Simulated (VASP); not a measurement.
# Mn (Pm-3m) in VASP: a series of runs

Mn is run at these levels: LDA; tasks: single point.

Program: VASP 6.6.1. These are calculated values, not measurements. Logs are shortened: lines on timing, memory, paths and dates and some standing lists are left out, and cuts for length are marked.

## (1) The cell of the first run

Symmetry: Pm-3m, No. 221, cubic system. Conventional cell: a = 2.038 Å, b = 2.038 Å, c = 2.038 Å, α = 90.00°, β = 90.00°, γ = 90.00°. Within 2.7 Å of Mn (site symmetry m-3m) lie 6 Mn at 2.04 Å.

## (2) Single point, LDA, collinear spin, ferromagnetic start

Contents of INCAR:

```
  PREC = Accurate
  ENCUT = 520
  EDIFF = 1E-6
  ISMEAR = -1
  SIGMA = 0.05
  LREAL = False
  LASPH = True
  NELM = 150
  ALGO = Normal
  ISIF = 2
  LWAVE = False
  LCHARG = False
  ISPIN = 2
  MAGMOM = 3
  LORBIT = 11
  LMAXMIX = 4
  GGA = CA
  NBANDS = 16
```

Contents of KPOINTS:

```
Automatic mesh
0
Gamma
  18 18 18
```

Contents of POSCAR:

```
Mn
1.0
    2.0384777174      0.0000000000      0.0000000000
    0.0000000000      2.0384777174      0.0000000000
    0.0000000000      0.0000000000      2.0384777174
Mn
1
Direct
    0.0000000000      0.0000000000      0.0000000000
```

Potentials or basis: VASP PAW LDA potentials, release 64 (Mn_pv).

Started as:

```console
$ cat potpaw_LDA.64/Mn_pv/POTCAR > POTCAR
$ mpirun -np 1 vasp_std > vasp.out
```

OUTCAR:

```text
PREC = Accurate
   ENCUT = 520
   EDIFF = 1E-6
   ISMEAR = -1
   LREAL = False
   LASPH = True
   NELM = 150
   ISIF = 2
   ISPIN = 2
   LORBIT = 11
   GGA = CA

 ion  position               nearest neighbor table
   1  0.000  0.000  0.000-

  LATTYP: Found a simple cubic cell.
 ALAT       =     2.0384777174

  Lattice vectors:

 A1 = (   2.0384777174,   0.0000000000,   0.0000000000)
 A2 = (   0.0000000000,   2.0384777174,   0.0000000000)
 A3 = (   0.0000000000,   0.0000000000,   2.0384777174)

Analysis of symmetry for initial positions (statically):
=====================================================================
 Subroutine PRICEL returns:
 Original cell was already a primitive cell.

 Routine SETGRP: Setting up the symmetry group for a
 simple cubic supercell.

 Subroutine GETGRP returns: Found 48 space group operations
 (whereof 48 operations were pure point group operations)
 out of a pool of 48 trial point group operations.

The static configuration has the point symmetry O_h .

Analysis of symmetry for dynamics (positions and initial velocities):
=====================================================================
 Subroutine PRICEL returns:
 Original cell was already a primitive cell.

 Routine SETGRP: Setting up the symmetry group for a
 simple cubic supercell.

 Subroutine GETGRP returns: Found 48 space group operations
 (whereof 48 operations were pure point group operations)
 out of a pool of 48 trial point group operations.

The dynamic configuration has the point symmetry O_h .

Analysis of structural, dynamic, and magnetic symmetry:
=====================================================================
 Subroutine PRICEL returns:
 Original cell was already a primitive cell.

 Routine SETGRP: Setting up the symmetry group for a
 simple cubic supercell.

 Subroutine GETGRP returns: Found 48 space group operations
 (whereof 48 operations were pure point group operations)
 out of a pool of 48 trial point group operations.

The overall configuration has the point symmetry O_h .

 Subroutine INISYM returns: Found 48 space group operations
 (whereof 48 operations are pure point group operations),
 and found     1 'primitive' translations

----------------------------------------------------------------------------------------

                                     Primitive cell

  volume of cell :       8.4707
[... 95 lines left out ...]
   POTIM  = 0.5000    time-step for ionic-motion
   TEBEG  =    0.0;   TEEND  =   0.0 temperature during run
   PSTRESS=    0.0 pullay stress
   NELECT =      13.0000    total number of electrons
   NUPDOWN=      -1.0000    fix difference up-down
   EMIN   =  10.00;   EMAX   =-10.00  energy-range for DOS
   EFERMI =   0.00;   METHOD = LEGACY
   ISMEAR =    -1;   SIGMA  =   0.05  broadening in eV -4-tet -1-fermi 0-gaus
   EFERMI_NEDOS =   21; number of points for ismear=-14 and -15
   IALGO  =     38    algorithm
   IMIX   =      4    mixing-type and parameters
     AMIX     =   0.40;   BMIX     =  1.00
     AMIX_MAG =   1.60;   BMIX_MAG =  1.00
  volume/ion in A,a.u.               =       8.47        57.16
  Fermi-wavevector in a.u.,A,eV,Ry     =   1.888354  3.568471 48.516732  3.565879
  Thomas-Fermi vector in A             =   2.930188
   LORBIT       =     11    0 simple, 1 ext, 2 COOP (PROOUT), +10 PAW based schemes
   GGA     = CA    functional components
   LHFCALC =     F    Hartree Fock is set to
   AEXX    =    0.0000 exact exchange contribution
   IVDW    =     0    specifies the selected vdW correction
   LEPSILON=     F    determine dielectric tensor
   LRPA    =     F    only Hartree local field effects (RPA)
 spin polarized calculation
  energy-cutoff  :      520.00
  volume of cell :        8.47
 maximum number of plane-waves:       251
 NGX is ok and might be reduce to    16
   NGX =  7   NGY =  7   NGZ =  7

 number of electron      13.0000013 magnetization      -0.0007852

 number of electron      13.0000013 magnetization       0.0011754

 Free energy of the ion-electron system (eV)
  ---------------------------------------------------
  ext. energy  EPLUGINS =         0.00000000
  ---------------------------------------------------
  free energy    TOTEN  =        -8.42684457 eV

  energy without entropy =       -8.41676332  energy(sigma->0) =       -8.42180394

 E-fermi :  14.5916     XC(G=0): -15.7376

 val. band max:       14.5900510600   @ k =   0.5000   0.2778   0.0000
 cond. band min:      14.5945224608   @ k =   0.2222   0.2222   0.1667
 fundamental gap:      0.0044714009
 Fermi energy:        14.5916035907

 spin component 1

 k-point     1 :       0.0000    0.0000    0.0000
  band No.  band energies     occupation
      1     -32.4630      1.00000
      2     -32.4630      1.00000
      3     -32.4630      1.00000
      4       5.1958      1.00000
      5       8.9007      1.00000
      6       8.9007      1.00000
[... 435 lines left out ...]
      5      10.1375      1.00000
      6      12.0791      1.00000
[... 8 lines left out ...]
     15      50.9233      0.00000
     16      56.0535      0.00000

 [... further k-points ...]

 spin component 2

 k-point     1 :       0.0000    0.0000    0.0000
  band No.  band energies     occupation
      1     -32.4616      1.00000
      2     -32.4616      1.00000
      3     -32.4616      1.00000
      4       5.1961      1.00000
      5       8.9015      1.00000
      6       8.9015      1.00000
[... 435 lines left out ...]
      5      10.1384      1.00000
      6      12.0799      1.00000
[... 8 lines left out ...]
     15      50.9236      0.00000
     16      56.0538      0.00000

 [... further k-points ...]
[... 5 lines left out ...]
  --------------------------------------------------------------------------------------
  -------------------------------------------------------------------------------------
  Total        6.6607020      6.6607020      6.6607020      0.0000000      0.0000000      0.0000000
  in kB     1259.8321288   1259.8321288   1259.8321288      0.0000000      0.0000000      0.0000000
  external PRESSURE =    1259.8321288 kB  Pullay stress =       0.0000000 kB

 VOLUME and BASIS-vectors are now :
 -----------------------------------------------------------------------------
  energy-cutoff  :      520.00
  volume of cell :        8.47
      direct lattice vectors                 reciprocal lattice vectors
     2.038477717  0.000000000  0.000000000     0.490562144  0.000000000  0.000000000
     0.000000000  2.038477717  0.000000000     0.000000000  0.490562144  0.000000000
     0.000000000  0.000000000  2.038477717     0.000000000  0.000000000  0.490562144

 POSITION                                       TOTAL-FORCE (eV/Angst)
 -----------------------------------------------------------------------------------
      0.00000      0.00000      0.00000         0.000000      0.000000      0.000000
 -----------------------------------------------------------------------------------
    total drift:                                0.000000     -0.000000      0.000000

  FREE ENERGIE OF THE ION-ELECTRON SYSTEM (eV)
  ---------------------------------------------------
  free  energy   TOTEN  =        -8.4268445696 eV

  energy  without entropy=       -8.4167633157  energy(sigma->0) =       -8.42180394

 total charge

# of ion       s       p       d       tot
------------------------------------------
    1        0.542   6.516   5.762  12.821

 magnetization (x)

# of ion       s       p       d       tot
------------------------------------------
    1       -0.000  -0.000   0.001   0.001
```

Run time: 31 s. Hardware: 1 thread of Intel Xeon 8259CL, shared host; peak memory 0.15 GiB.

Results:

| Quantity | Value |
| --- | --- |
| Free energy | -8.4268 eV |
| Pressure | 126.0 GPa |
| Net moment | 0.00 μB per cell |
| Valence electrons inside the program's atomic spheres | Mn 12.82 |

Levels at points of the mesh, in eV from the Fermi level:
Spin up:
| k point | band 3 | band 4 | band 5 | band 6 | band 7 | band 8 | band 9 | band 10 |
| --- | --- | --- | --- | --- | --- | --- | --- | --- |
| (0.00, 0.00, 0.00) | -47.05 | -9.40 | -5.69 | -5.69 | 2.69 | 2.69 | 2.69 | 25.12 |
| (0.50, 0.00, 0.00) | -46.83 | -4.54 | -4.43 | -1.00 | -0.35 | -0.35 | 2.97 | 10.30 |
| (0.50, 0.50, 0.00) | -46.63 | -7.92 | -3.10 | 0.32 | 0.32 | 4.71 | 8.45 | 8.45 |
| (0.50, 0.50, 0.50) | -48.69 | -5.53 | -5.53 | -5.53 | 4.88 | 4.88 | 12.20 | 19.90 |
Spin down:
| k point | band 4 | band 5 | band 6 | band 7 | band 8 | band 9 |
| --- | --- | --- | --- | --- | --- | --- |
| (0.00, 0.00, 0.00) | -9.40 | -5.69 | -5.69 | 2.69 | 2.69 | 2.69 |
| (0.50, 0.00, 0.00) | -4.54 | -4.43 | -1.00 | -0.35 | -0.35 | 2.97 |
| (0.50, 0.50, 0.00) | -7.92 | -3.10 | 0.32 | 0.32 | 4.71 | 8.45 |
| (0.50, 0.50, 0.50) | -5.53 | -5.53 | -5.53 | 4.88 | 4.88 | 12.20 |

Caveat: the starting moments collapsed, and a magnetic state may lie lower.

## (3) Single point, LDA, collinear spin, ferromagnetic start

Contents of INCAR:

```
PREC = Accurate
ENCUT = 520
EDIFF = 1E-6
ISMEAR = -1
SIGMA = 0.05
LREAL = False
LASPH = True
NELM = 150
ALGO = Normal
ISIF = 2
LWAVE = False
LCHARG = False
ISPIN = 2
MAGMOM = 3
LORBIT = 11
LMAXMIX = 4
NBANDS = 16
```

Contents of KPOINTS:

```
regular mesh
0
Gamma
  18 18 18
```

Contents of POSCAR:

```
Mn
1.0
    2.0389302106      0.0000000000      0.0000000000
    0.0000000000      2.0389302106      0.0000000000
    0.0000000000      0.0000000000      2.0389302106
Mn
1
Direct
    0.0000000000      0.0000000000      0.0000000000
```

Potentials or basis: VASP PAW LDA potentials, release 64 (Mn_pv).

Started as:

```console
$ cat potpaw_LDA.64/Mn_pv/POTCAR > POTCAR
$ mpirun -np 1 vasp_std > vasp.out
```

It took 36 s on 1 thread of Intel Xeon 8259CL, shared host; peak memory 0.15 GiB.

The run converged. Its results:

```yaml
Free_energy: -8.4313 eV
Pressure: 125.5 GPa
Net_moment: 0.00 μB per cell
Valence_electrons_inside_the_program's_atomic_spheres: Mn 12.82
```

Levels at points of the mesh, in eV from the Fermi level:
Spin up:
```csv
k point,band 4,band 5,band 6,band 7,band 8,band 9
"(0.00, 0.00, 0.00)",-9.39,-5.69,-5.69,2.68,2.68,2.68
"(0.50, 0.00, 0.00)",-4.54,-4.43,-1.00,-0.35,-0.35,2.96
"(0.50, 0.50, 0.00)",-7.91,-3.10,0.32,0.32,4.70,8.45
"(0.50, 0.50, 0.50)",-5.53,-5.53,-5.53,4.87,4.87,12.20
```
Spin down:
| k point | band 4 | band 5 | band 6 | band 7 | band 8 | band 9 |
| --- | --- | --- | --- | --- | --- | --- |
| (0.00, 0.00, 0.00) | -9.39 | -5.69 | -5.69 | 2.68 | 2.68 | 2.68 |
| (0.50, 0.00, 0.00) | -4.54 | -4.43 | -1.00 | -0.35 | -0.35 | 2.96 |
| (0.50, 0.50, 0.00) | -7.91 | -3.10 | 0.32 | 0.32 | 4.70 | 8.45 |
| (0.50, 0.50, 0.50) | -5.53 | -5.53 | -5.53 | 4.87 | 4.87 | 12.20 |

Caveat: the starting moments collapsed, and a magnetic state may lie lower.
